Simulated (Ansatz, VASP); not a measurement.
## One calculation of Cu, two programs

The input INCAR:

```
  PREC = Accurate
  ENCUT = 520
  EDIFF = 1E-7
  ISMEAR = 0
  SIGMA = 0.15
  LREAL = F
  LASPH = T
  NELM = 80
  ALGO = Fast
  ISIF = 2
  LWAVE = F
  LCHARG = F
  GGA = PS
  NBANDS = 18
```

File KPOINTS:

```
regular mesh
0
Gamma
  24 24 12
```

File POSCAR:

```
Cu
1.0
    2.5340966698      0.0000000000      0.0000000000
   -1.2670483349      2.1945920917      0.0000000000
    0.0000000000      0.0000000000      4.2153852750
Cu
2
Direct
    0.3333333333      0.6666666667      0.2500000000
    0.6666666667      0.3333333333      0.7500000000
```

Input for Ansatz:

```yaml
crystal:
  lattice:
    - [2.5340966698, 0.0, 0.0]
    - [-1.2670483349, 2.1945920917, 0.0]
    - [0.0, 0.0, 4.215385275]
  atoms:
    - { symbol: Cu, position: [0.3333333333, 0.6666666667, 0.25] }
    - { symbol: Cu, position: [0.6666666667, 0.3333333333, 0.75] }
basis:
  ecutwfc: 420
kpoints:
  mp_grid: { grid: [24, 24, 12] }
hamiltonian:
  xc: pbesol
scf:
  occupations: { method: gaussian, width: 0.15 }
output:
  forces: true
  stress: true
  eigenvalues: true
```

Change from the starting cell: strain +0.000 along x and y, +0.025 along z, atoms carried along.

Alike in both runs: task single point; functional PBEsol; k mesh 24 × 24 × 12; occupations gaussian, width 0.15 eV; no spin polarisation.

|  | VASP | Ansatz |
| --- | --- | --- |
| version | VASP 6.6.1 | Ansatz 0.2.0 |
| potentials or method | VASP PAW PBE potentials, release 64 (Cu), cutoff 520 eV | scalar-relativistic, plane waves, PAW |
| valence electrons in the cell | 22 | 38 |

|  | VASP | Ansatz | Ansatz less VASP |
| --- | --- | --- | --- |
| gap on the k mesh at the Fermi level (eV) | none | none | - |
| pressure (GPa) | -4.5 | -5.2 | -0.73 |
| traceless stress, the component that is largest in VASP (GPa) | -1.71 | -1.69 | +0.022 |

VASP's potentials were made for PBE, not for PBEsol. A gap of «none» marks a metal or a gap that the smearing closes. VASP's potentials hold 22 valence electrons a cell and Ansatz's 38, so a difference there can come from the potentials and not from the codes.
